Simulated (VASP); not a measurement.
# CuAu (P4/mmm) in VASP: a series of runs

Runs on CuAu. Level: PBEsol. Tasks: single point.

Everything below comes from runs of VASP 6.6.1. Logs are shortened: lines on timing, memory, paths and dates and some standing lists are left out, and cuts for length are marked.

## Step 1: The cell of the first run

It takes space group P4/mmm (No. 123, tetragonal). The conventional cell has a = 2.811 Å, b = 2.811 Å, c = 3.489 Å, α = 90.00°, β = 90.00°, γ = 90.00°. Within 3.5 Å of Cu (site symmetry 4/mmm) lie 8 Au at 2.64 Å and 6 Cu at 2.81 to 3.49 Å. Within 3.5 Å of Au (site symmetry 4/mmm) lie 8 Cu at 2.64 Å and 6 Au at 2.81 to 3.49 Å.

## Step 2: Single point, PBEsol (13.79 Å³/atom)

Input file INCAR:

```
PREC = Accurate ; ENCUT = 520
EDIFF = 1E-6 ; ISMEAR = 0
SIGMA = 0.1 ; LREAL = False
LASPH = True ; NELM = 80
ALGO = Fast ; ISIF = 2
LWAVE = False ; LCHARG = False
GGA = PS ; NBANDS = 18
```

Input file KPOINTS:

```
regular mesh
0
Gamma
  14 14 12
```

Input file POSCAR:

```
CuAu
1.0
    2.8109022578      0.0000000000      0.0000000000
    0.0000000000      2.8109022578      0.0000000000
    0.0000000000      0.0000000000      3.4894920388
Cu Au
1 1
Direct
    0.5000000000      0.5000000000      0.5000000000
    0.0000000000      0.0000000000      0.0000000000
```

Potentials or basis: VASP PAW PBE potentials, release 64 (Cu, Au).

Run with:

```bash
$ cat potpaw_PBE.64/Cu/POTCAR potpaw_PBE.64/Au/POTCAR > POTCAR
$ mpirun -np 1 vasp_std > vasp.out
```

OUTCAR:

```text
PREC = Accurate
   ENCUT = 520
   EDIFF = 1E-6
   ISMEAR = 0
   LREAL = False
   LASPH = True
   NELM = 80
   ISIF = 2
   GGA = PS

 ion  position               nearest neighbor table
   1  0.500  0.500  0.500-   2 2.64   2 2.64   2 2.64   2 2.64   2 2.64   2 2.64   2 2.64   2 2.64

   2  0.000  0.000  0.000-   1 2.64   1 2.64   1 2.64   1 2.64   1 2.64   1 2.64   1 2.64   1 2.64

  LATTYP: Found a simple tetragonal cell.
 ALAT       =     2.8109022578
 C/A-ratio  =     1.2414135102

  Lattice vectors:

 A1 = (   2.8109022578,   0.0000000000,   0.0000000000)
 A2 = (   0.0000000000,   2.8109022578,   0.0000000000)
 A3 = (   0.0000000000,   0.0000000000,   3.4894920388)

Analysis of symmetry for initial positions (statically):
=====================================================================
 Subroutine PRICEL returns:
 Original cell was already a primitive cell.

 Routine SETGRP: Setting up the symmetry group for a
 simple tetragonal supercell.

 Subroutine GETGRP returns: Found 16 space group operations
 (whereof 16 operations were pure point group operations)
 out of a pool of 16 trial point group operations.

The static configuration has the point symmetry D_4h.

Analysis of symmetry for dynamics (positions and initial velocities):
=====================================================================
 Subroutine PRICEL returns:
 Original cell was already a primitive cell.

 Routine SETGRP: Setting up the symmetry group for a
 simple tetragonal supercell.

 Subroutine GETGRP returns: Found 16 space group operations
 (whereof 16 operations were pure point group operations)
 out of a pool of 16 trial point group operations.

The dynamic configuration has the point symmetry D_4h.

 Subroutine INISYM returns: Found 16 space group operations
 (whereof 16 operations are pure point group operations),
 and found     1 'primitive' translations

----------------------------------------------------------------------------------------

                                     Primitive cell

  volume of cell :      27.5711

  direct lattice vectors                    reciprocal lattice vectors
     2.810902258  0.000000000  0.000000000     0.355757657  0.000000000  0.000000000
     0.000000000  2.810902258  0.000000000     0.000000000  0.355757657  0.000000000
     0.000000000  0.000000000  3.489492039     0.000000000  0.000000000  0.286574662

[... 81 lines left out ...]
   ENCUT  =  520.0 eV  38.22 Ry    6.18 a.u.   5.23  5.23  6.49*2*pi/ulx,y,z
   NELM   =     80;   NELMIN=  2; NELMDL= -5     # of ELM steps
   EDIFF  = 0.1E-05   stopping-criterion for ELM
   LREAL  =      F    real-space projection
   EDIFFG = 0.1E-04   stopping-criterion for IOM
   NSW    =      0    number of steps for IOM
   IBRION =     -1    ionic relax: 0-MD 1-quasi-New 2-CG
   NFREE  =      0    steps in history (QN), initial steepest desc. (CG)
   ISIF   =      2    stress and relaxation
   ISYM   =      2    0-nonsym 1-usesym 2-fastsym
   POTIM  = 0.5000    time-step for ionic-motion
   TEBEG  =    0.0;   TEEND  =   0.0 temperature during run
   PSTRESS=    0.0 pullay stress
   NELECT =      22.0000    total number of electrons
   NUPDOWN=      -1.0000    fix difference up-down
   EMIN   =  10.00;   EMAX   =-10.00  energy-range for DOS
   EFERMI =   0.00;   METHOD = LEGACY
   ISMEAR =     0;   SIGMA  =   0.10  broadening in eV -4-tet -1-fermi 0-gaus
   EFERMI_NEDOS =   21; number of points for ismear=-14 and -15
   IALGO  =     68    algorithm
   IMIX   =      4    mixing-type and parameters
     AMIX     =   0.40;   BMIX     =  1.00
     AMIX_MAG =   1.60;   BMIX_MAG =  1.00
  volume/ion in A,a.u.               =      13.79        93.03
  Fermi-wavevector in a.u.,A,eV,Ry     =   1.518441  2.869437 31.370436  2.305662
  Thomas-Fermi vector in A             =   2.627561
   LORBIT       =      0    0 simple, 1 ext, 2 COOP (PROOUT), +10 PAW based schemes
   GGA     = PS    functional components
   LHFCALC =     F    Hartree Fock is set to
   AEXX    =    0.0000 exact exchange contribution
   IVDW    =     0    specifies the selected vdW correction
   LEPSILON=     F    determine dielectric tensor
   LRPA    =     F    only Hartree local field effects (RPA)
 non-spin polarized calculation
 RMM-DIIS sequential band-by-band and
 Gauss-broadening in eV      SIGMA  =   0.10
  energy-cutoff  :      520.00
  volume of cell :       27.57
 maximum number of plane-waves:       757
 NGX is ok and might be reduce to    24
   NGX = 11   NGY = 11   NGZ = 13

 number of electron      22.0000016 magnetization

 Free energy of the ion-electron system (eV)
  ---------------------------------------------------
  ext. energy  EPLUGINS =         0.00000000
  ---------------------------------------------------
  free energy    TOTEN  =        -8.34562966 eV

  energy without entropy =       -8.34350648  energy(sigma->0) =       -8.34456807

 E-fermi :   9.3724     XC(G=0): -13.1580

 val. band max:        9.3695528573   @ k =   0.2143   0.0000   0.3333
 cond. band min:       9.3919747067   @ k =   0.5000   0.1429   0.2500
 fundamental gap:      0.0224218494
 Fermi energy:         9.3723748459

 k-point     1 :       0.0000    0.0000    0.0000
  band No.  band energies     occupation
      1      -0.9598      2.00000
      2       2.4406      2.00000
      3       2.5585      2.00000
      4       5.0304      2.00000
      5       5.0304      2.00000
      6       6.0470      2.00000
[... 481 lines left out ...]
      5       4.4509      2.00000
      6       5.4943      2.00000
[... 10 lines left out ...]
     17      24.1105      0.00000
     18      24.4294      0.00000

 [... further k-points ...]

------------------------ aborting loop because EDIFF is reached ----------------------------------------

  FORCE on cell =-STRESS in cart. coord.  units (eV):
  Direction    XX          YY          ZZ          XY          YZ          ZX
  --------------------------------------------------------------------------------------
  -------------------------------------------------------------------------------------
  Total        1.0132423      1.0132423      1.0273444      0.0000000      0.0000000     -0.0000000
  in kB       58.8803266     58.8803266     59.6998085      0.0000000      0.0000000     -0.0000000
  external PRESSURE =      59.1534872 kB  Pullay stress =       0.0000000 kB

 VOLUME and BASIS-vectors are now :
 -----------------------------------------------------------------------------
  energy-cutoff  :      520.00
  volume of cell :       27.57
      direct lattice vectors                 reciprocal lattice vectors
     2.810902258  0.000000000  0.000000000     0.355757657  0.000000000  0.000000000
     0.000000000  2.810902258  0.000000000     0.000000000  0.355757657  0.000000000
     0.000000000  0.000000000  3.489492039     0.000000000  0.000000000  0.286574662

 POSITION                                       TOTAL-FORCE (eV/Angst)
 -----------------------------------------------------------------------------------
      1.40545      1.40545      1.74475         0.000000      0.000000      0.000000
      0.00000      0.00000      0.00000         0.000000      0.000000      0.000000
 -----------------------------------------------------------------------------------
    total drift:                                0.000000      0.000000     -0.000000

  FREE ENERGIE OF THE ION-ELECTRON SYSTEM (eV)
  ---------------------------------------------------
  free  energy   TOTEN  =        -8.3456296613 eV

  energy  without entropy=       -8.3435064785  energy(sigma->0) =       -8.34456807
```

OSZICAR:

```text
N       E                     dE             d eps       ncg     rms          rms(c)
DAV:   1     0.127582931420E+03    0.12758E+03   -0.10993E+04  9786   0.175E+03
DAV:   2    -0.417597215786E+01   -0.13176E+03   -0.12367E+03  9198   0.299E+02
DAV:   3    -0.949856653309E+01   -0.53226E+01   -0.51962E+01 10660   0.696E+01
DAV:   4    -0.957133321938E+01   -0.72767E-01   -0.72703E-01 11204   0.684E+00
DAV:   5    -0.957313049003E+01   -0.17973E-02   -0.17972E-02 11646   0.110E+00    0.136E+01
RMM:   6    -0.892520075027E+01    0.64793E+00   -0.55812E+00 10517   0.381E+01    0.644E+00
RMM:   7    -0.843794251974E+01    0.48726E+00   -0.20818E+00 10433   0.207E+01    0.619E+00
RMM:   8    -0.835150793359E+01    0.86435E-01   -0.22797E-01 10769   0.617E+00    0.253E+00
RMM:   9    -0.835974097731E+01   -0.82330E-02   -0.72888E-02 11017   0.477E+00    0.110E+00
RMM:  10    -0.834564962710E+01    0.14091E-01   -0.58380E-02 11246   0.339E+00    0.286E-01
RMM:  11    -0.834581589560E+01   -0.16627E-03   -0.79756E-03 12229   0.891E-01    0.192E-01
RMM:  12    -0.834582984125E+01   -0.13946E-04   -0.12517E-03 12062   0.332E-01    0.116E-01
RMM:  13    -0.834562598423E+01    0.20386E-03   -0.57994E-04 11064   0.355E-01    0.620E-02
RMM:  14    -0.834563018899E+01   -0.42048E-05   -0.11399E-04 12086   0.936E-02    0.258E-02
RMM:  15    -0.834562926834E+01    0.92065E-06   -0.19374E-05 12069   0.505E-02    0.113E-02
RMM:  16    -0.834562966132E+01   -0.39298E-06   -0.42897E-06  8573   0.164E-02
   1 F= -.83456297E+01 E0= -.83445681E+01  d E =-.212318E-02
```

It took 1.9 min on 1 thread of Intel Xeon Platinum 8259CL at 2.50GHz (Skylake/Cascade Lake), shared host; peak memory 0.25 GiB.

What came out:

```yaml
Free_energy: -8.3456 eV
Pressure: 5.9 GPa
Band_gap_on_the_k_mesh: zero (bands 11 and 12 overlap by 7.48 eV)
```

Caveat: the cell stands under pressure; the PAW data sets were made with another functional, which shifts forces and pressure a little; spin-orbit coupling is left out, which moves the levels of the heavy elements.

## Step 3: Single point, PBEsol

This run uses another cell than the first one, of 14.21 Å³/atom.

Input file INCAR:

```
PREC = Accurate
ENCUT = 520
EDIFF = 1E-7
ISMEAR = 0
SIGMA = 0.1
LREAL = False
LASPH = True
NELM = 100
ALGO = Normal
ISIF = 2
LWAVE = False
LCHARG = True
GGA = PS
LELF = True
LVHAR = True
NBANDS = 18
```

KPOINTS is that of step 2.

Input file POSCAR:

```
CuAu
1.0
    2.8342699442      0.0000000000      0.0000000000
    0.0000000000      2.8342699442      0.0000000000
    0.0000000000      0.0000000000      3.5383398490
Cu Au
1 1
Direct
    0.5000000000      0.5000000000      0.5000000000
    0.0000000000      0.0000000000      0.0000000000
```

Potentials or basis: VASP PAW PBE potentials, release 64 (Cu, Au).

Run with:

```bash
$ cat potpaw_PBE.64/Cu/POTCAR potpaw_PBE.64/Au/POTCAR > POTCAR
$ mpirun -np 1 vasp_std > vasp.out
```

It took 98 s on 1 thread of Intel Xeon Platinum 8259CL at 2.50GHz (Skylake/Cascade Lake), shared host; peak memory 0.26 GiB.

It converged, with:

```yaml
Free_energy: -8.3612 eV
Pressure: 0.1 GPa
Band_gap_on_the_k_mesh: zero (bands 11 and 12 overlap by 7.30 eV)
```

Levels at points of the mesh, in eV from the Fermi level:
| k point | band 7 | band 8 | band 9 | band 10 | band 11 | band 12 | band 13 | band 14 | band 15 | band 16 |
| --- | --- | --- | --- | --- | --- | --- | --- | --- | --- | --- |
| (0.00, 0.00, 0.00) | -2.79 | -2.11 | -1.71 | -1.49 | -1.49 | 2.76 | 9.15 | 9.46 | 9.46 | 16.46 |
| (0.50, 0.00, 0.00) | -3.07 | -3.07 | -2.52 | -2.31 | -1.02 | -0.36 | 10.10 | 10.15 | 11.96 | 12.29 |
| (0.50, 0.50, 0.00) | -1.77 | -1.74 | -1.34 | -1.34 | 0.28 | 0.28 | 4.81 | 6.75 | 10.54 | 12.04 |
| (0.00, 0.00, 0.50) | -3.28 | -2.87 | -2.46 | -2.46 | -2.30 | -2.10 | 14.08 | 14.43 | 14.43 | 15.15 |
| (0.50, 0.00, 0.50) | -1.97 | -1.82 | -1.56 | -1.50 | -1.15 | -1.15 | 2.71 | 4.68 | 15.60 | 15.75 |
| (0.50, 0.50, 0.50) | -3.09 | -2.18 | -1.78 | -1.74 | 5.20 | 5.52 | 5.52 | 5.95 | 6.71 | 7.28 |

Caveat: the PAW data sets were made with another functional, which shifts forces and pressure a little; spin-orbit coupling is left out, which moves the levels of the heavy elements.
